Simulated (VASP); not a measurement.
# Ni in VASP: single point with PBEsol

Aim: the single point of Ni with PBEsol.

Program: VASP 6.6.1. These are calculated values, not measurements. Logs are shortened: lines on timing, memory, paths and dates and some standing lists are left out, and cuts for length are marked.

### Step 1. The cell of the first run

The typed cell holds 1 atom: a = 2.430 Å, b = 2.430 Å, c = 2.807 Å, α = 54.73°, β = 54.73°, γ = 70.53°.

This isn't the form of Ni at room conditions, which is fcc.

### Step 2. Single point, PBEsol, collinear spin, ferromagnetic start

INCAR

```
ALGO = Normal
EDIFF = 1E-6
ENCUT = 520
GGA = PS
ISIF = 2
ISMEAR = 0
ISPIN = 2
LASPH = True
LCHARG = True
LELF = True
LMAXMIX = 4
LORBIT = 11
LREAL = False
LVHAR = True
LWAVE = False
MAGMOM = 0.81
NBANDS = 15
NELM = 150
PREC = Accurate
SIGMA = 0.15
```

KPOINTS

```
k-points
0
Gamma
  26 26 26
```

POSCAR

```
Ni
1.0
    0.0000000000      1.9845566802      1.4030815729
    1.9845566802      0.0000000000      1.4030815729
    1.9845566802      1.9845566802      0.0000000000
Ni
1
Direct
    0.0000000000      0.0000000000      0.0000000000
```

Potentials or basis: VASP PAW PBE potentials, release 64 (Ni).

Run with:

```console
cat potpaw_PBE.64/Ni/POTCAR > POTCAR
mpirun -np 1 vasp_std > vasp.out
```

OUTCAR:

```text
EDIFF = 1E-6
   ENCUT = 520
   GGA = PS
   ISIF = 2
   ISMEAR = 0
   ISPIN = 2
   LASPH = True
   LORBIT = 11
   LREAL = False
   NELM = 150
   PREC = Accurate

 ion  position               nearest neighbor table
   1  0.000  0.000  0.000-

  LATTYP: Found a body centered tetragonal cell.
 ALAT       =     2.8065869724
 C/A-ratio  =     0.9998489886

  Lattice vectors:

 A1 = (   0.0000000000,  -1.9845566802,  -1.4030815729)
 A2 = (   0.0000000000,   1.9845566802,  -1.4030815729)
 A3 = (   1.9845566802,   0.0000000000,   1.4030815729)

Analysis of symmetry for initial positions (statically):
=====================================================================
 Subroutine PRICEL returns:
 Original cell was already a primitive cell.

 Routine SETGRP: Setting up the symmetry group for a
 body centered tetragonal supercell.

 Subroutine GETGRP returns: Found 16 space group operations
 (whereof 16 operations were pure point group operations)
 out of a pool of 16 trial point group operations.

The static configuration has the point symmetry D_4h.

Analysis of symmetry for dynamics (positions and initial velocities):
=====================================================================
 Subroutine PRICEL returns:
 Original cell was already a primitive cell.

 Routine SETGRP: Setting up the symmetry group for a
 body centered tetragonal supercell.

 Subroutine GETGRP returns: Found 16 space group operations
 (whereof 16 operations were pure point group operations)
 out of a pool of 16 trial point group operations.

The dynamic configuration has the point symmetry D_4h.

Analysis of structural, dynamic, and magnetic symmetry:
=====================================================================
 Subroutine PRICEL returns:
 Original cell was already a primitive cell.

 Routine SETGRP: Setting up the symmetry group for a
 body centered tetragonal supercell.

 Subroutine GETGRP returns: Found 16 space group operations
 (whereof 16 operations were pure point group operations)
 out of a pool of 16 trial point group operations.

The overall configuration has the point symmetry D_4h.

 Subroutine INISYM returns: Found 16 space group operations
 (whereof 16 operations are pure point group operations),
 and found     1 'primitive' translations

----------------------------------------------------------------------------------------

                                     Primitive cell

  volume of cell :      11.0520

  direct lattice vectors                    reciprocal lattice vectors
     0.000000000  1.984556680  1.403081573    -0.251945437  0.251945437  0.356358468
     1.984556680  0.000000000  1.403081573     0.251945437 -0.251945437  0.356358468
     1.984556680  1.984556680  0.000000000     0.251945437  0.251945437 -0.356358468

  length of vectors
     2.430453274  2.430453274  2.806586972     0.503928928  0.503928928  0.503928928

[... 124 lines left out ...]
  free energy    TOTEN  =        -6.02270149 eV

  energy without entropy =       -6.00347084  energy(sigma->0) =       -6.01308617

 E-fermi :   8.8483     XC(G=0): -13.3373

 val. band max:        8.8481496934   @ k =  -0.3846   0.4615   0.1538
 cond. band min:       8.8487592566   @ k =  -0.2692   0.2692   0.1538
 fundamental gap:      0.0006095632
 Fermi energy:         8.8482529488

 spin component 1

 k-point     1 :       0.0000    0.0000    0.0000
  band No.  band energies     occupation
      1       0.0174      1.00000
      2       6.5963      1.00000
      3       6.5970      1.00000
      4       6.5970      1.00000
      5       7.9756      1.00000
      6       7.9766      1.00000
      7      35.1110      0.00000
      8      35.1110      0.00000
      9      35.1146      0.00000
     10      39.8873      0.00000
     11      39.8901      0.00000
     12      40.6934      0.00000
     13      40.6934      0.00000
     14      40.6979      0.00000
[... 403 lines left out ...]
      4       7.8539      1.00000
      5       8.3159      1.00000
      6       8.4672      0.99984
      7      18.0769      0.00000
      8      28.3207      0.00000
      9      28.9328      0.00000
     10      33.1468      0.00000
     11      36.0332      0.00000
     12      42.1524      0.00000
     13      46.5350      0.00000
     14      52.6701      0.00000
     15      55.0610      0.00000

 [... further k-points ...]

 spin component 2

 k-point     1 :       0.0000    0.0000    0.0000
  band No.  band energies     occupation
      1       0.0204      1.00000
      2       7.2399      1.00000
      3       7.2405      1.00000
      4       7.2405      1.00000
      5       8.4893      0.99964
      6       8.4901      0.99963
      7      35.0362      0.00000
      8      35.0362      0.00000
      9      35.0397      0.00000
     10      39.8469      0.00000
     11      39.8496      0.00000
     12      40.8702      0.00000
     13      40.8702      0.00000
     14      40.8748      0.00000
[... 403 lines left out ...]
      4       8.4251      0.99997
      5       8.7833      0.72981
      6       9.1857      0.00073
      7      18.3005      0.00000
      8      28.2916      0.00000
      9      29.0539      0.00000
     10      33.2670      0.00000
     11      36.1259      0.00000
     12      42.1787      0.00000
     13      46.5622      0.00000
     14      52.9049      0.00000
     15      54.8200      0.00000

 [... further k-points ...]

------------------------ aborting loop because EDIFF is reached ----------------------------------------

  FORCE on cell =-STRESS in cart. coord.  units (eV):
  Direction    XX          YY          ZZ          XY          YZ          ZX
  --------------------------------------------------------------------------------------
  -------------------------------------------------------------------------------------
  Total       -0.7306000     -0.7306000     -0.7314129      0.0000000      0.0000000     -0.0000000
  in kB     -105.9132544   -105.9132544   -106.0310971      0.0000000      0.0000000     -0.0000000
  external PRESSURE =    -105.9525353 kB  Pullay stress =       0.0000000 kB

 VOLUME and BASIS-vectors are now :
 -----------------------------------------------------------------------------
  energy-cutoff  :      520.00
  volume of cell :       11.05
      direct lattice vectors                 reciprocal lattice vectors
     0.000000000  1.984556680  1.403081573    -0.251945437  0.251945437  0.356358468
     1.984556680  0.000000000  1.403081573     0.251945437 -0.251945437  0.356358468
     1.984556680  1.984556680  0.000000000     0.251945437  0.251945437 -0.356358468

 POSITION                                       TOTAL-FORCE (eV/Angst)
 -----------------------------------------------------------------------------------
      0.00000      0.00000      0.00000        -0.000000     -0.000000      0.000000
 -----------------------------------------------------------------------------------
    total drift:                                0.000000      0.000000      0.000000

  FREE ENERGIE OF THE ION-ELECTRON SYSTEM (eV)
  ---------------------------------------------------
  free  energy   TOTEN  =        -6.0227014948 eV

  energy  without entropy=       -6.0034708419  energy(sigma->0) =       -6.01308617

 total charge

# of ion       s       p       d       tot
------------------------------------------
    1        0.488   0.480   8.322   9.290

 magnetization (x)

# of ion       s       p       d       tot
------------------------------------------
    1       -0.004  -0.016   0.582   0.562
```

OSZICAR:

```text
N       E                     dE             d eps       ncg     rms          rms(c)
DAV:   1     0.323579166959E+02    0.32358E+02   -0.42252E+03 84491   0.853E+02
DAV:   2    -0.573034111878E+01   -0.38088E+02   -0.35418E+02 91273   0.161E+02
DAV:   3    -0.716240401179E+01   -0.14321E+01   -0.14144E+01 97569   0.306E+01
DAV:   4    -0.717141639860E+01   -0.90124E-02   -0.90105E-02 96670   0.232E+00
DAV:   5    -0.717153369884E+01   -0.11730E-03   -0.11730E-03 99548   0.236E-01    0.101E+01
DAV:   6    -0.640219747939E+01    0.76934E+00   -0.14775E+01116571   0.419E+01    0.598E+00
DAV:   7    -0.604107216271E+01    0.36113E+00   -0.26356E+00109876   0.159E+01    0.180E+00
DAV:   8    -0.602559147446E+01    0.15481E-01   -0.30420E-02105046   0.115E+00    0.863E-01
DAV:   9    -0.602326348570E+01    0.23280E-02   -0.14666E-03132832   0.210E-01    0.246E-01
DAV:  10    -0.602270847630E+01    0.55501E-03   -0.41019E-04137189   0.964E-02    0.371E-02
DAV:  11    -0.602270051629E+01    0.79600E-05   -0.36825E-05115659   0.427E-02    0.184E-02
DAV:  12    -0.602270149479E+01   -0.97850E-06   -0.11812E-06 78132   0.852E-03
   1 F= -.60227015E+01 E0= -.60130862E+01  d E =-.192307E-01  mag=     0.5548
```

stdout:

```text
POSCAR found type information on POSCAR Ni
 POSCAR found :  1 types and       1 ions
 scaLAPACK will be used
 -----------------------------------------------------------------------------
|                                                                             |
|                                                                             |
|     You enforced a specific xc type in the INCAR file but a different       |
|     I HOPE YOU KNOW WHAT YOU ARE DOING!                                     |
|                                                                             |
 -----------------------------------------------------------------------------

 LDA part: xc-table for (Slater+PW92), standard interpolation
 POSCAR, INCAR and KPOINTS ok, starting setup
 FFT: planning ... GRIDC
 FFT: planning ... GRID_SOFT
 FFT: planning ... GRID
 WAVECAR not read
 entering main loop
```

Run time: 5.9 min. Hardware: 1 thread of Intel Xeon Platinum 8488C (Sapphire Rapids), shared host; peak memory 0.42 GiB.

What came out:

```
Free energy                                           : -6.0227 eV
Pressure                                              : -10.6 GPa
Net moment                                            : 0.55 μB per cell
Site moments                                          : Ni +0.56 μB
Valence electrons inside the program's atomic spheres : Ni 9.29
```

Levels at points of the mesh, in eV from the Fermi level:
Spin up:
```csv
k point,band 1,band 2,band 3,band 4,band 5,band 6,band 7,band 8,band 9,band 10
"(0.00, 0.00, 0.00)",-8.83,-2.25,-2.25,-2.25,-0.87,-0.87,26.26,26.26,26.27,31.04
"(0.50, 0.00, 0.00)",-4.54,-3.15,-0.95,-0.72,-0.06,0.25,6.34,18.93,19.74,23.51
"(0.50, 0.50, 0.00)",-4.10,-4.10,-0.27,-0.27,-0.27,9.62,9.62,9.63,15.49,15.49
"(0.50, 0.00, 0.50)",-4.54,-3.15,-0.95,-0.72,-0.06,0.25,6.34,18.93,19.74,23.51
```
Spin down:
```csv
k point,band 3,band 4,band 5,band 6,band 7,band 8
"(0.00, 0.00, 0.00)",-1.61,-1.61,-0.36,-0.36,26.19,26.19
"(0.50, 0.00, 0.00)",-0.38,-0.20,0.24,0.68,6.68,18.89
"(0.50, 0.50, 0.00)",0.45,0.45,0.45,9.67,9.67,9.67
"(0.50, 0.00, 0.50)",-0.38,-0.20,0.23,0.68,6.68,18.89
```

Caveat: the cell stands under tension; the PAW data sets were made with another functional, which shifts forces and pressure a little.
